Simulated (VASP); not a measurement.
# YN (Fm-3m) in VASP: further runs

YN is run at these levels: PBE; tasks: single point.

All numbers are computed with VASP 6.6.1; they aren't measurements. Logs are shortened: lines on timing, memory, paths and dates and some standing lists are left out, and cuts for length are marked.

## (1) The cell of the first run

It takes space group Fm-3m (No. 225, cubic). Conventional cell: a = 4.811 Å, b = 4.811 Å, c = 4.811 Å, α = 90.00°, β = 90.00°, γ = 90.00°. Y (site symmetry m-3m) has 6 N at 2.41 Å within 3.2 Å. N (site symmetry m-3m) has 6 Y at 2.41 Å within 3.2 Å.

## (2) Single point, PBE (volume scaled by 0.96)

INCAR

```
PREC = Accurate
ENCUT = 600
EDIFF = 1E-6
ISMEAR = -1
SIGMA = 0.03
LREAL = False
LASPH = True
NELM = 120
ALGO = Normal
ISIF = 2
LWAVE = False
LCHARG = False
GGA = PE
NBANDS = 15
GGA_COMPAT = False
```

KPOINTS

```
Automatic mesh
0
Gamma
  9 9 9
```

POSCAR

```
YN
1.0
    0.0000000000      2.4055432573      2.4055432573
    2.4055432573      0.0000000000      2.4055432573
    2.4055432573      2.4055432573      0.0000000000
Y N
1 1
Direct
    0.0000000000      0.0000000000      0.0000000000
    0.5000000000      0.5000000000      0.5000000000
```

Potentials or basis: VASP PAW PBE potentials, release 64 (Y_sv, N).

Command:

```sh
cat potpaw_PBE.64/Y_sv/POTCAR potpaw_PBE.64/N/POTCAR > POTCAR
mpirun -np 1 vasp_std > vasp.out
```

OUTCAR:

```text
PREC = Accurate
   ENCUT = 600
   EDIFF = 1E-6
   ISMEAR = -1
   LREAL = False
   LASPH = True
   NELM = 120
   ISIF = 2
   GGA = PE

 ion  position               nearest neighbor table
   1  0.000  0.000  0.000-   2 2.41   2 2.41   2 2.41   2 2.41   2 2.41   2 2.41
   2  0.500  0.500  0.500-   1 2.41   1 2.41   1 2.41   1 2.41   1 2.41   1 2.41

  LATTYP: Found a face centered cubic cell.
 ALAT       =     4.8110865146

  Lattice vectors:

 A1 = (   0.0000000000,   2.4055432573,   2.4055432573)
 A2 = (   2.4055432573,   0.0000000000,   2.4055432573)
 A3 = (   2.4055432573,   2.4055432573,   0.0000000000)

Analysis of symmetry for initial positions (statically):
=====================================================================
 Subroutine PRICEL returns:
 Original cell was already a primitive cell.

 Routine SETGRP: Setting up the symmetry group for a
 face centered cubic supercell.

 Subroutine GETGRP returns: Found 48 space group operations
 (whereof 48 operations were pure point group operations)
 out of a pool of 48 trial point group operations.

The static configuration has the point symmetry O_h .

Analysis of symmetry for dynamics (positions and initial velocities):
=====================================================================
 Subroutine PRICEL returns:
 Original cell was already a primitive cell.

 Routine SETGRP: Setting up the symmetry group for a
 face centered cubic supercell.

 Subroutine GETGRP returns: Found 48 space group operations
 (whereof 48 operations were pure point group operations)
 out of a pool of 48 trial point group operations.

The dynamic configuration has the point symmetry O_h .

 Subroutine INISYM returns: Found 48 space group operations
 (whereof 48 operations are pure point group operations),
 and found     1 'primitive' translations

----------------------------------------------------------------------------------------

                                     Primitive cell

  volume of cell :      27.8400

  direct lattice vectors                    reciprocal lattice vectors
     0.000000000  2.405543257  2.405543257    -0.207853257  0.207853257  0.207853257
     2.405543257  0.000000000  2.405543257     0.207853257 -0.207853257  0.207853257
     2.405543257  2.405543257  0.000000000     0.207853257  0.207853257 -0.207853257

  length of vectors
     3.401951899  3.401951899  3.401951899     0.360012401  0.360012401  0.360012401

  position of ions in fractional coordinates (direct lattice)
     0.000000000  0.000000000  0.000000000
     0.500000000  0.500000000  0.500000000

  ion indices of the primitive-cell ions
   primitive index   ion index
                 1           1
                 2           2

----------------------------------------------------------------------------------------

 KPOINTS: Automatic mesh

Automatic generation of k-mesh.
 Grid dimensions read from file:
 generate k-points for:    9    9    9

 Generating k-lattice:

  Cartesian coordinates                     Fractional coordinates (reciprocal lattice)
    -0.023094806  0.023094806  0.023094806     0.111111111  0.000000000  0.000000000
     0.023094806 -0.023094806  0.023094806     0.000000000  0.111111111  0.000000000
     0.023094806  0.023094806 -0.023094806     0.000000000  0.000000000  0.111111111

  Length of vectors
     0.040001378  0.040001378  0.040001378

  Shift w.r.t. Gamma in fractional coordinates (k-lattice)
     0.000000000  0.000000000  0.000000000

 Subroutine IBZKPT returns following result:
 ===========================================

 Found     35 irreducible k-points:

 Following reciprocal coordinates:
            Coordinates               Weight
  0.000000  0.000000  0.000000      1.000000
  0.111111  0.000000  0.000000      8.000000
  0.222222  0.000000  0.000000      8.000000
  0.333333  0.000000  0.000000      8.000000
  0.444444  0.000000  0.000000      8.000000
  0.111111  0.111111  0.000000      6.000000
[... 16 lines left out ...]
 -0.333333  0.333333  0.000000     12.000000
  0.444444  0.444444  0.000000      6.000000
 [... further k-points ...]
   k-points           NKPTS =     35   k-points in BZ     NKDIM =     35   number of bands    NBANDS=     15
   number of dos      NEDOS =    301   number of ions     NIONS =      2
   total plane-waves  NPLWV =  21952
   dimension x,y,z NGX =    28 NGY =   28 NGZ =   28
   dimension x,y,z NGXF=    56 NGYF=   56 NGZF=   56
   ions per type =               1   1
   NGX,Y,Z   is equivalent  to a cutoff of  13.68, 13.68, 13.68 a.u.
   NGXF,Y,Z  is equivalent  to a cutoff of  27.37, 27.37, 27.37 a.u.
 SYSTEM =  unknown system
   PREC   = accura    normal or accurate (medium, high low for compatibility)
   ISTART =      0    job   : 0-new  1-cont  2-samecut
   ICHARG =      2    charge: 1-file 2-atom 10-const
   ISPIN  =      1    spin polarized calculation?
   LNONCOLLINEAR =      F non collinear calculations
   LSORBIT =      F    spin-orbit coupling
   LASPH  =      T    aspherical Exc in radial PAW
   ENCUT  =  600.0 eV  44.10 Ry    6.64 a.u.   6.79  6.79  6.79*2*pi/ulx,y,z
   NELM   =    120;   NELMIN=  2; NELMDL= -5     # of ELM steps
   EDIFF  = 0.1E-05   stopping-criterion for ELM
   LREAL  =      F    real-space projection
[... 7 lines left out ...]
   TEBEG  =    0.0;   TEEND  =   0.0 temperature during run
   PSTRESS=    0.0 pullay stress
   NELECT =      16.0000    total number of electrons
   NUPDOWN=      -1.0000    fix difference up-down
   EMIN   =  10.00;   EMAX   =-10.00  energy-range for DOS
   EFERMI =   0.00;   METHOD = LEGACY
   ISMEAR =    -1;   SIGMA  =   0.03  broadening in eV -4-tet -1-fermi 0-gaus
   EFERMI_NEDOS =   21; number of points for ismear=-14 and -15
   IALGO  =     38    algorithm
   IMIX   =      4    mixing-type and parameters
     AMIX     =   0.40;   BMIX     =  1.00
     AMIX_MAG =   1.60;   BMIX_MAG =  1.00
  volume/ion in A,a.u.               =      13.92        93.94
  Fermi-wavevector in a.u.,A,eV,Ry     =   1.361105  2.572116 25.206249  1.852607
  Thomas-Fermi vector in A             =   2.487710
   LORBIT       =      0    0 simple, 1 ext, 2 COOP (PROOUT), +10 PAW based schemes
   GGA     = PE    functional components
   LHFCALC =     F    Hartree Fock is set to
   AEXX    =    0.0000 exact exchange contribution
   IVDW    =     0    specifies the selected vdW correction
   LEPSILON=     F    determine dielectric tensor
   LRPA    =     F    only Hartree local field effects (RPA)
 non-spin polarized calculation
  energy-cutoff  :      600.00
  volume of cell :       27.84
 maximum number of plane-waves:       944
   NGX = 13   NGY = 13   NGZ = 13

 number of electron      16.0000001 magnetization

 Free energy of the ion-electron system (eV)
  ---------------------------------------------------
  ext. energy  EPLUGINS =         0.00000000
  ---------------------------------------------------
  free energy    TOTEN  =       -18.17822999 eV

  energy without entropy =      -18.17806625  energy(sigma->0) =      -18.17814812

 E-fermi :   4.5184     XC(G=0): -11.4815

 val. band max:        4.4483901277   @ k =   0.0000   0.0000   0.0000
 cond. band min:       4.6105795719   @ k =   0.4444   0.4444   0.0000
 fundamental gap:      0.1621894441
 Fermi energy:         4.5184084274

 k-point     1 :       0.0000    0.0000    0.0000
  band No.  band energies     occupation
      1     -36.1799      2.00000
      2     -15.7783      2.00000
      3     -15.7783      2.00000
      4     -15.7783      2.00000
      5      -8.5895      2.00000
      6       4.4484      1.82330
      7       4.4484      1.82330
      8       4.4484      1.82330
      9       7.6607      0.00000
     10       7.6607      0.00000
     11       7.6607      0.00000
     12       9.0546      0.00000
     13       9.7627      0.00000
     14       9.7627      0.00000
     15      15.4354      0.00000

 k-point     2 :       0.1111    0.0000    0.0000
  band No.  band energies     occupation
      1     -36.1628      2.00000
      2     -15.9623      2.00000
      3     -15.7896      2.00000
      4     -15.7896      2.00000
      5      -8.3443      2.00000
      6       3.6904      2.00000
      7       4.0128      2.00000
      8       4.0128      2.00000
      9       7.7630      0.00000
     10       7.9777      0.00000
     11       7.9777      0.00000
     12       9.7463      0.00000
     13      10.4196      0.00000
     14      10.4196      0.00000
     15      16.2747      0.00000

 k-point     3 :       0.2222    0.0000    0.0000
  band No.  band energies     occupation
      1     -36.1192      2.00000
      2     -16.3881      2.00000
      3     -15.8181      2.00000
      4     -15.8181      2.00000
      5      -7.7510      2.00000
      6       2.2946      2.00000
      7       3.1916      2.00000
      8       3.1916      2.00000
      9       8.0877      0.00000
     10       8.8091      0.00000
     11       8.8091      0.00000
     12      11.1256      0.00000
     13      11.9253      0.00000
     14      11.9253      0.00000
     15      18.1499      0.00000

 k-point     4 :       0.3333    0.0000    0.0000
  band No.  band energies     occupation
      1     -36.0691      2.00000
      2     -16.8201      2.00000
      3     -15.8500      2.00000
      4     -15.8500      2.00000
      5      -7.0969      2.00000
      6       1.0547      2.00000
      7       2.4957      2.00000
      8       2.4957      2.00000
      9       8.8701      0.00000
     10       9.9575      0.00000
     11       9.9575      0.00000
     12      12.0989      0.00000
     13      13.6147      0.00000
     14      13.6147      0.00000
     15      18.9720      0.00000
[... 307 lines left out ...]
 k-point    22 :      -0.4444    0.3333    0.0000
  band No.  band energies     occupation
      1     -35.9914      2.00000
      2     -16.6930      2.00000
      3     -16.3707      2.00000
      4     -16.0701      2.00000
      5      -7.6796      2.00000
      6       2.3177      2.00000
      7       2.8744      2.00000
      8       3.2258      2.00000
      9       6.6157      0.00000
     10      11.2232      0.00000
     11      11.9942      0.00000
     12      12.7642      0.00000
     13      13.1776      0.00000
     14      16.3272      0.00000
     15      17.0250      0.00000

 k-point    23 :      -0.3333    0.3333    0.0000
  band No.  band energies     occupation
      1     -35.9960      2.00000
      2     -16.6506      2.00000
      3     -16.4919      2.00000
      4     -15.9970      2.00000
      5      -7.3676      2.00000
      6       1.6164      2.00000
      7       2.6879      2.00000
      8       2.8837      2.00000
      9       8.1624      0.00000
     10      10.2533      0.00000
     11      11.1926      0.00000
     12      12.4736      0.00000
     13      14.4915      0.00000
     14      17.2412      0.00000
     15      18.0576      0.00000

 k-point    24 :       0.4444    0.4444    0.0000
  band No.  band energies     occupation
      1     -35.9909      2.00000
      2     -16.7577      2.00000
      3     -16.1491      2.00000
      4     -16.1491      2.00000
      5      -8.1272      2.00000
      6       2.8752      2.00000
      7       4.0820      2.00000
      8       4.0820      2.00000
      9       4.6106      0.08852
     10      11.5383      0.00000
     11      12.0558      0.00000
     12      12.6664      0.00000
     13      12.6664      0.00000
     14      15.1048      0.00000
     15      16.9386      0.00000

 [... further k-points ...]
[... 5 lines left out ...]
  --------------------------------------------------------------------------------------
  -------------------------------------------------------------------------------------
  Total        1.7850042      1.7850042      1.7850042     -0.0000000     -0.0000000      0.0000000
  in kB      102.7259856    102.7259856    102.7259856     -0.0000000     -0.0000000      0.0000000
  external PRESSURE =     102.7259856 kB  Pullay stress =       0.0000000 kB

 VOLUME and BASIS-vectors are now :
 -----------------------------------------------------------------------------
  energy-cutoff  :      600.00
  volume of cell :       27.84
      direct lattice vectors                 reciprocal lattice vectors
     0.000000000  2.405543257  2.405543257    -0.207853257  0.207853257  0.207853257
     2.405543257  0.000000000  2.405543257     0.207853257 -0.207853257  0.207853257
     2.405543257  2.405543257  0.000000000     0.207853257  0.207853257 -0.207853257

 POSITION                                       TOTAL-FORCE (eV/Angst)
 -----------------------------------------------------------------------------------
      0.00000      0.00000      0.00000        -0.000000     -0.000000     -0.000000
      2.40554      2.40554      2.40554         0.000000      0.000000      0.000000
 -----------------------------------------------------------------------------------
    total drift:                                0.000000      0.000000      0.000000

  FREE ENERGIE OF THE ION-ELECTRON SYSTEM (eV)
  ---------------------------------------------------
  free  energy   TOTEN  =       -18.1782299882 eV

  energy  without entropy=      -18.1780662480  energy(sigma->0) =      -18.17814812
```

Run time: 37 s. Hardware: 1 thread of Intel Xeon 8259CL, shared host; peak memory 0.18 GiB.

Results:

* Free energy: -18.1782 eV
* Pressure: 10.3 GPa
* Band gap on the k mesh: 0.16 eV, indirect (least direct gap 0.53 eV)

## (3) Single point, PBE (volume scaled by 0.94)

INCAR

```
SYSTEM = YN
PREC = Accurate
ENCUT = 600
EDIFF = 1E-6
ISMEAR = -1
SIGMA = 0.03
LREAL = .FALSE.
LASPH = .TRUE.
NELM = 120
ALGO = Normal
ISIF = 2
LWAVE = .FALSE.
LCHARG = .TRUE.
GGA = PE
LELF = .TRUE.
LVHAR = .TRUE.
NBANDS = 15
GGA_COMPAT = .FALSE.
```

KPOINTS

```
regular mesh
0
G
  9 9 9
  0 0 0
```

POSCAR

```
YN
1.0
    0.0000000000      2.3887207261      2.3887207261
    2.3887207261      0.0000000000      2.3887207261
    2.3887207261      2.3887207261      0.0000000000
Y N
1 1
Direct
    0.0000000000      0.0000000000      0.0000000000
    0.5000000000      0.5000000000      0.5000000000
```

Potentials or basis: VASP PAW PBE potentials, release 64 (Y_sv, N).

Command:

```sh
cat potpaw_PBE.64/Y_sv/POTCAR potpaw_PBE.64/N/POTCAR > POTCAR
mpirun -np 1 vasp_std > vasp.out
```

Wall time 42 s (1 thread of Intel Xeon 8259CL, shared host); peak memory 0.18 GiB.

It converged, with:

```yaml
Free_energy: -18.1325 eV
Pressure: 14.7 GPa
Band_gap_on_the_k_mesh: 0.12 eV, indirect (least direct gap 0.47 eV)
```

Levels at points of the mesh, in eV from the valence-band top:
| k point | band 5 | band 6 | band 7 | band 8 | band 9 | band 10 | band 11 | band 12 |
| --- | --- | --- | --- | --- | --- | --- | --- | --- |
| (0.00, 0.00, 0.00) | -13.09 | 0.00 | 0.00 | 0.00 | 3.24 | 3.24 | 3.24 | 4.81 |

 A k mesh can miss the band edges.

## (4) Single point, PBE (volume scaled by 0.99)

INCAR

```
SYSTEM = YN
PREC     = Accurate       ! precision mode
ENCUT    = 600            ! plane-wave cutoff, eV
EDIFF    = 1E-6           ! SCF threshold, eV
ISMEAR   = -1             ! smearing method
SIGMA    = 0.03           ! smearing width, eV
LREAL    = .False.        ! projectors in reciprocal space
LASPH    = .True.         ! aspherical terms in the spheres
NELM     = 120            ! most SCF steps
ALGO     = Normal         ! electronic algorithm
ISIF     = 2              ! what is computed and relaxed
LWAVE    = .False.        ! write WAVECAR
LCHARG   = .False.        ! write CHGCAR
GGA      = PE             ! functional
NBANDS   = 15             ! bands
GGA_COMPAT= .False.
```

KPOINTS

```
Automatic mesh
0
Gamma
  9 9 9
  0 0 0
```

POSCAR

```
YN
1.0
    0.0000000000      2.4303444207      2.4303444207
    2.4303444207      0.0000000000      2.4303444207
    2.4303444207      2.4303444207      0.0000000000
Y N
1 1
Direct
    0.0000000000      0.0000000000      0.0000000000
    0.5000000000      0.5000000000      0.5000000000
```

Command:

```sh
cat potpaw_PBE.64/Y_sv/POTCAR potpaw_PBE.64/N/POTCAR > POTCAR
mpirun -np 1 vasp_std > vasp.out
```

Run time: 37 s. Hardware: 1 thread of Intel Xeon 8259CL, shared host; peak memory 0.19 GiB.

It converged, with:

* Free energy: -18.2187 eV
* Pressure: 4.5 GPa
* Band gap on the k mesh: 0.22 eV, indirect (least direct gap 0.61 eV)

Levels at points of the mesh, in eV from the valence-band top:
```
           k point  band 6  band 7  band 8  band 9  band 10  band 11
(0.00, 0.00, 0.00)    0.00    0.00    0.00    3.17     3.17     3.17
```

## (5) Summary

```tsv
cell	gap on the mesh (eV)	pressure (GPa)
a = 3.402 Å, angles 60.0°, 2 atoms	0.16	10.3
a = 3.378 Å, angles 60.0°, 2 atoms	0.12	14.7
a = 3.437 Å, angles 60.0°, 2 atoms	0.22	4.5
```

Alike in all rows: task single point; level PBE; potentials or basis VASP PAW PBE potentials, release 64 (Y_sv, N); no spin polarisation; k mesh 9 × 9 × 9; cutoff (eV) 600; smearing fermi-dirac 0.03 eV.

Absolute energies hang on the potentials; compare differences alone.
